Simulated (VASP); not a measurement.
A run of VASP 6.6.1 is set up as follows.

The input INCAR:

```
PREC = Accurate
ENCUT = 520
EDIFF = 1E-6
ISMEAR = 1
SIGMA = 0.1
LREAL = False
LASPH = True
NELM = 150
ALGO = Normal
ISIF = 2
LWAVE = False
LCHARG = False
ISPIN = 2
MAGMOM = -1.16
LORBIT = 11
LMAXMIX = 4
LDAU = True
LDAUTYPE = 2
LDAUL = 2
LDAUU = 7
LDAUJ = 0
LDAUPRINT = 1
GGA = RE
IVDW = 12
NBANDS = 16
```

KPOINTS

```
regular mesh
0
Gamma
  12 12 12
```

File POSCAR:

```
V
1.0
    0.0000000000      1.8693887523      1.8693887523
    1.8693887523      0.0000000000      1.8693887523
    1.8693887523      1.8693887523      0.0000000000
V
1
Direct
    0.0000000000      0.0000000000      0.0000000000
```

Potentials or basis: VASP PAW PBE potentials, release 64 (V_sv).

The run is started by

```console
$ cat potpaw_PBE.64/V_sv/POTCAR > POTCAR
$ mpirun -np 1 vasp_std > vasp.out
```

Task: What does it give for the dispersion energy per atom?

Result: -1.316 eV.

Task: Estimate the pressure.

Result: 23.1 GPa.

Task: Predict the net moment.

Result: -0.01 μB per cell.

Eigenvalues of the final occupation matrices:
```csv
site,spin,trace,eigenvalues
site 1 d,1,1.44,0.18 0.18 0.36 0.36 0.36
site 1 d,2,1.45,0.19 0.19 0.36 0.36 0.36
```

Caveat: three body term missing; the PAW data sets were made with another functional, which shifts forces and pressure a little; pairwise dispersion overbinds metals, which lowers pressure and volume; the U is typed as a test and isn't derived for this compound. The state reached can hang on the start; a lower one may exist.
